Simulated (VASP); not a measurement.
SrTiO3, 5 atoms in the cell. It takes space group P4/mmm (No. 123, tetragonal). The conventional cell has a = 3.827 Å, b = 3.827 Å, c = 3.905 Å, α = 90.00°, β = 90.00°, γ = 90.00°. Within 3.6 Å of Sr (site symmetry 4/mmm) lie 12 O at 2.71 to 2.73 Å and 8 Ti at 3.34 Å. Ti (site symmetry 4/mmm) has 6 O at 1.91 to 1.95 Å within 2.5 Å. Within 2.5 Å of O (site symmetry mmm) lie 2 Ti at 1.91 Å. O (site symmetry 4/mmm) has 2 Ti at 1.95 Å within 2.6 Å.  This cell differs from its parent crystal: equal xx and yy strain of -2 %.

| Property | Result |
| --- | --- |
| Program | VASP 6.6.1 |
| Task | single point |
| Functional | PBE |
| Potentials or basis | VASP PAW PBE potentials, release 64 (Sr_sv, Ti_sv, O) |
| Cutoff | 520 eV |
| k mesh | 7 × 7 × 7 |
| Occupations | fermi-dirac, width 0.05 eV |
| Spin | no spin polarisation |
| Dipole correction | no |
| Further INCAR settings | ALGO = Normal; EDIFF = 1e-07; NBANDS = 28 |

Potentials or basis: VASP PAW PBE potentials, release 64 (Sr_sv, Ti_sv, O).

Launch:

```console
$ cat potpaw_PBE.64/Sr_sv/POTCAR potpaw_PBE.64/Ti_sv/POTCAR potpaw_PBE.64/O/POTCAR > POTCAR
$ mpirun -np 1 vasp_std > vasp.out
```

Hardware: 1 thread of Intel(R) Xeon(R) Platinum 8259CL CPU @ 2.50GHz (Skylake/Cascade Lake), on a shared host.

Task: Estimate the wall time of this run.

Result: Wall time 79 s on 1 thread of Intel(R) Xeon(R) Platinum 8259CL CPU @ 2.50GHz (Skylake/Cascade Lake) (shared host), peak memory 0.2 GiB. Counts: scf iterations 18, k points 40.
